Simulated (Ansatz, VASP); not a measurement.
**Two plane-wave programs on Ru**

```
Ru
1.0
     0.00000    2.62933    2.62933
     2.62933    0.00000    2.62933
     2.62933    2.62933    0.00000
Ru
2
Cartesian
  0.6573 0.6573 0.6573
  4.6013 4.6013 4.6013
```

Alike in both runs: task single point; functional RPBE; k mesh 11 × 11 × 11; occupations fermi-dirac, width 0.1 eV; no spin polarisation.

|  | VASP | Ansatz |
| --- | --- | --- |
| version | VASP 6.6.1 | Ansatz 0.2.0 |
| potentials or method | VASP PAW PBE potentials, release 64 (Ru_pv), cutoff 520 eV | plane waves (420 eV) with PAW, scalar-relativistic |
| valence electrons in the cell | 28 | 32 |

|  | VASP | Ansatz | Ansatz less VASP |
| --- | --- | --- | --- |
| pressure (GPa) | 27.0 | 26.5 | -0.54 |

VASP's potentials were made for PBE, not for RPBE. VASP's potentials hold 28 valence electrons a cell and Ansatz's 32, so a difference there can come from the potentials and not from the codes.
